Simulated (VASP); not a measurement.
Write the native input for VASP 6.6.1 that does the following.

| Property | Result |
| --- | --- |
| Task | relaxation of cell and atoms |
| Functional | PBE |
| Potentials or basis | VASP PAW PBE potentials, release 64 (Al, Cl, F) |
| Cutoff | 600 eV |
| k mesh | 6 × 6 × 6 |
| Occupations | gaussian, width 0.1 eV |
| Spin | no spin polarisation |
| Dipole correction | no |
| Further INCAR settings | ALGO = Normal; EDIFF = 1e-06; IBRION = 2; EDIFFG = -0.04; NSW = 90; ISIF = 3 |

The structure of Al2Cl2F lies in POSCAR:

```
Al2Cl2F
1.0
   -2.1918159400      2.8197179300      4.3325403500
    2.1918159400     -2.8197179300      4.3325403500
    2.1918159400      2.8197179300     -4.3325403500
Al Cl F
2 2 1
Direct
    0.2669515800      0.5000000000      0.7669515800
    0.7330484200      0.5000000000      0.2330484200
    0.7027574900      0.2027574900      0.5000000000
    0.2972425100      0.7972425100      0.5000000000
    0.0000000000      0.0000000000      0.0000000000
```

The cell was built from a structure type or drawn by symmetry, and may not be a known phase.

One way to write it, as run:

INCAR

```
SYSTEM = Al2Cl2F
  ALGO = Normal
  EDIFF = 1E-6
  EDIFFG = -0.04
  ENCUT = 600
  GGA = PE
  IBRION = 2
  ISIF = 3
  ISMEAR = 0
  LASPH = .TRUE.
  LCHARG = .FALSE.
  LREAL = .FALSE.
  LWAVE = .FALSE.
  NELM = 80
  NSW = 90
  PREC = Accurate
  SIGMA = 0.1
```

KPOINTS

```
k-points
0
G
  6 6 6
  0 0 0
```

Potentials or basis: VASP PAW PBE potentials, release 64 (Al, Cl, F).

Launch:

```bash
$ cat potpaw_PBE.64/Al/POTCAR potpaw_PBE.64/Cl/POTCAR potpaw_PBE.64/F/POTCAR > POTCAR
$ mpirun -np 1 vasp_std > vasp.out
```

It gave:

The relaxed volume is 18.52 Å³/atom, the relaxed cell is a = 5.456 Å, b = 5.456 Å, c = 5.456 Å, α = 138.24°, β = 118.47°, γ = 77.14° and the space group after relaxing (to 0.1 Å) is Immm (No. 71). The energy gained by relaxing is 178.0 meV/atom. The ionic steps are 16 and the pressure after relaxing is -0.1 GPa. The largest force after relaxing is 0.038 eV/Å and the band gap on the k mesh is zero (an odd number of electrons rules out a gap without spin polarisation).

Caveat: an odd number of electrons without spin polarisation forces a metal; a magnetic or distorted state may lie lower.

It took 41 min on 1 thread of AMD EPYC 7R13 (shared host), peak memory 0.37 GiB.
